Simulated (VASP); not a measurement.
Wanted: the native input for a VASP 6.6.1 run.

```yaml
Task: single point
Functional: BLYP
Potentials_or_basis: VASP PAW PBE potentials, release 64 (Cs_sv)
Cutoff: 520 eV
k_mesh: 8 × 8 × 8
Occupations: fermi-dirac, width 0.1 eV
Spin: no spin polarisation
Dipole_correction: no
Further_INCAR_settings: ALGO = Normal; EDIFF = 1e-07; NBANDS = 10
```

The structure of Cs lies in POSCAR:

```
Cs
1.0
    0.0000000000      3.9632406875      3.9632406875
    3.9632406875      0.0000000000      3.9632406875
    3.9632406875      3.9632406875      0.0000000000
Cs
1
Direct
    0.0000000000      0.0000000000      0.0000000000
```

This isn't the form of Cs at room conditions, which is bcc.

The input as run:

INCAR

```
SYSTEM = Cs
PREC     = Accurate       ! precision mode
ENCUT    = 520            ! plane-wave cutoff, eV
EDIFF    = 1E-7           ! SCF threshold, eV
ISMEAR   = -1             ! smearing method
SIGMA    = 0.1            ! smearing width, eV
LREAL    = .FALSE.        ! projectors in reciprocal space
LASPH    = .TRUE.         ! aspherical terms in the spheres
NELM     = 60             ! most SCF steps
ALGO     = Normal         ! electronic algorithm
ISIF     = 2              ! what is computed and relaxed
LWAVE    = .FALSE.        ! write WAVECAR
LCHARG   = .FALSE.        ! write CHGCAR
GGA      = B5             ! functional
ALDAX    = 1.0          
AGGAX    = 1.0          
AGGAC    = 1.0          
ALDAC    = 0.0          
NBANDS   = 10             ! bands
```

KPOINTS

```
regular mesh
0
G
  8 8 8
  0 0 0
```

Potentials or basis: VASP PAW PBE potentials, release 64 (Cs_sv).

Run with:

```sh
$ cat potpaw_PBE.64/Cs_sv/POTCAR > POTCAR
$ mpirun -np 1 vasp_std > vasp.out
```

It gave:

```yaml
Pressure: 0.0 GPa
Band_gap_on_the_k_mesh: zero (an odd number of electrons rules out a gap without spin polarisation)
```

Caveat: the PAW data sets were made with another functional, which shifts forces and pressure a little; spin-orbit coupling is left out, which moves the levels of the heavy elements.

Wall time 35 s on 1 thread of Intel(R) Xeon(R) Platinum 8488C (Sapphire Rapids), with other jobs on the host, peak memory 0.24 GiB.
